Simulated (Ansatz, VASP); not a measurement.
**As in VASP and in Ansatz**

Contents of INCAR:

```
SYSTEM = As
PREC = Accurate ; ENCUT = 500
EDIFF = 1E-6 ; ISMEAR = 1
SIGMA = 0.01 ; LREAL = .False.
LASPH = .True. ; NELM = 120
ALGO = Normal ; ISIF = 2
LWAVE = .False. ; LCHARG = .True.
LELF = .True. ; LVHAR = .True.
NBANDS = 12 ; GGA_COMPAT = .False.
```

KPOINTS

```
regular mesh
0
Gamma
  10 10 10
  0 0 0
```

Contents of POSCAR:

```
As
1.0
    1.8799878575      1.0854114956      3.3276505507
   -1.8799878575      1.0854114956      3.3276505507
    0.0000000000     -2.1708229912      3.3276505507
As
2
Direct
    0.7695128170      0.7695128170      0.7695128170
    0.2304871830      0.2304871830      0.2304871830
```

Input for Ansatz:

```yaml
crystal:
  lattice:
    - [1.8799878575, 1.0854114956, 3.3276505507]
    - [-1.8799878575, 1.0854114956, 3.3276505507]
    - [0.0, -2.1708229912, 3.3276505507]
  atoms:
    - { symbol: As, position: [0.769512817, 0.769512817, 0.769512817] }
    - { symbol: As, position: [0.230487183, 0.230487183, 0.230487183] }
hamiltonian:
  xc: lda
  pseudopotentials:
    kind: paw
    azcp:
      As: "pseudopotentials/As.paw.azcp"
basis:
  ecutwfc: 420
  fft_grid_basis: typed
kpoints:
  mp_grid: { grid: [10, 10, 10], shift: [0, 0, 0] }
magnetization:
  spin_polarized: false
scf:
  occupations: { method: methfessel_paxton, width: 0.01 }
  lower_state_search: "off"
output:
  stress: true
  write_density: true
  write_potential: true
  elf: true
  volumetric_format: npy
```

Alike in both runs: task single point; functional LDA; k mesh 10 × 10 × 10; occupations methfessel-paxton of order 1, width 0.01 eV; no spin polarisation.

```csv
,VASP,Ansatz
version,VASP 6.6.1,Ansatz 0.2.0
potentials or method,"VASP PAW LDA potentials, release 64 (As), cutoff 500 eV","plane waves (420 eV) with PAW, scalar-relativistic"
valence electrons in the cell,10,30
```

Ansatz gave:

* pressure (GPa): 0.0
* traceless stress, the component that is largest in VASP (GPa): -0.06

Problem. Estimate VASP's values.

Solution. Pressure (GPa): 0.5; traceless stress, the component that is largest in VASP (GPa): -0.17.

Ansatz warns that its potentials were made for another functional, while VASP's fit it. LDA's correlation is that of Perdew and Zunger in VASP and of Perdew and Wang (1992) in Ansatz. VASP's potentials hold 10 valence electrons a cell and Ansatz's 30, so a difference there can come from the potentials and not from the codes.
